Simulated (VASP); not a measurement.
Set up this calculation in VASP 6.6.1, as the native input.

- Task: single point
- Functional: PBE
- Potentials or basis: VASP PAW PBE potentials, release 64 (Ta_pv, N)
- Cutoff: 520 eV
- k mesh: 24 × 24 × 24
- Occupations: gaussian, width 0.15 eV
- Spin: no spin polarisation
- Dipole correction: no
- Further INCAR settings: ALGO = Normal; EDIFF = 1e-06; NBANDS = 15

The structure of TaN lies in POSCAR:

```
TaN
1.0
    0.0000000000      2.5399299954      2.2086347786
    2.2086347786      0.0000000000      2.2086347786
    2.2086347786      2.5399299954      0.0000000000
Ta N
1 1
Direct
    0.5000000000      0.5000000000      0.5000000000
    0.0000000000      0.0000000000      0.0000000000
```

This cell differs from its parent crystal: strain +0.1500 x Voigt [0, 1, 0, 0, 0, 0].

One way to write it, as run:

INCAR

```
SYSTEM = TaN
PREC = Accurate
ENCUT = 520
EDIFF = 1E-6
ISMEAR = 0
SIGMA = 0.15
LREAL = .False.
LASPH = .True.
NELM = 80
ALGO = Normal
ISIF = 2
LWAVE = .False.
LCHARG = .False.
GGA = PE
NBANDS = 15
```

KPOINTS

```
Automatic mesh
0
Gamma
  24 24 24
  0 0 0
```

Potentials or basis: VASP PAW PBE potentials, release 64 (Ta_pv, N).

Launch:

```bash
$ cat potpaw_PBE.64/Ta_pv/POTCAR potpaw_PBE.64/N/POTCAR > POTCAR
$ mpirun -np 1 vasp_std > vasp.out
```

It gave:

The pressure is -23.5 GPa and the band gap on the k mesh is zero (bands 8 and 9 overlap by 3.46 eV).

Caveat: the cell differs from its parent crystal (strain +0.1500 x Voigt [0, 1, 0, 0, 0, 0]); the stress differs along the axes, from -30 to -20 GPa; spin-orbit coupling is left out, which moves the levels of the heavy elements.

It took 11 min on 1 thread of Intel Xeon 8259CL, with other jobs on the host, peak memory 0.49 GiB.
